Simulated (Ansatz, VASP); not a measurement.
## Lu in VASP and in Ansatz

Contents of INCAR:

```
PREC = Accurate ; ENCUT = 520
EDIFF = 1E-7 ; ISMEAR = -1
SIGMA = 0.1 ; LREAL = F
LASPH = T ; NELM = 60
ALGO = Normal ; ISIF = 2
LWAVE = F ; LCHARG = F
GGA = PS ; NBANDS = 44
```

Contents of KPOINTS:

```
Automatic mesh
0
Gamma
  8 8 11
```

The input POSCAR:

```
Lu
1.0
    5.3943494548      0.0000000000      0.0000000000
   -2.6971747274      4.6716436647      0.0000000000
    0.0000000000      0.0000000000      3.3880185327
Lu
3
Direct
    1.0000000000      0.0000000000      1.0000000000
    0.3333333333      0.6666666667      0.5000000000
    0.6666666667      0.3333333333      0.5000000000
```

Input for Ansatz:

```yaml
crystal:
  lattice:
    - [5.3943494548, 0.0, 0.0]
    - [-2.6971747274, 4.6716436647, 0.0]
    - [0.0, 0.0, 3.3880185327]
  atoms:
    - { symbol: Lu, position: [1.0, 0.0, 1.0] }
    - { symbol: Lu, position: [0.3333333333, 0.6666666667, 0.5] }
    - { symbol: Lu, position: [0.6666666667, 0.3333333333, 0.5] }
hamiltonian:
  xc: pbesol
  pseudopotentials:
    kind: paw
    azcp:
      Lu: "pseudopotentials/Lu.paw.azcp"
basis:
  ecutwfc: 420
  fft_grid_basis: typed
kpoints:
  mp_grid: { grid: [8, 8, 11], shift: [0, 0, 0] }
magnetization:
  spin_polarized: false
scf:
  occupations: { method: fermi_dirac, width: 0.1 }
  lower_state_search: "off"
output:
  stress: true
  write_density: true
  write_potential: true
  elf: true
  volumetric_format: npy
```

Alike in both runs: task single point; functional PBEsol; k mesh 8 × 8 × 11; occupations fermi-dirac, width 0.1 eV; no spin polarisation.

|  | VASP | Ansatz |
| --- | --- | --- |
| version | VASP 6.6.1 | Ansatz 0.2.0 |
| potentials or method | VASP PAW PBE potentials, release 64 (Lu), cutoff 520 eV | plane waves (420 eV) with PAW, scalar-relativistic |
| valence electrons in the cell | 75 | 75 |

Ansatz gave:

- pressure (GPa): -1.7
- traceless stress, the component that is largest in VASP (GPa): 0.11

**Question.** What did VASP give for the same quantities?

**Answer.** Pressure (GPa): -1.6; traceless stress, the component that is largest in VASP (GPa): 0.08.

VASP's potentials were made for PBE, not for PBEsol, and Ansatz warns of the same on its side. With one functional, cell and mesh, what is left measures potentials, basis and numerics.

Spin-orbit coupling is off throughout.
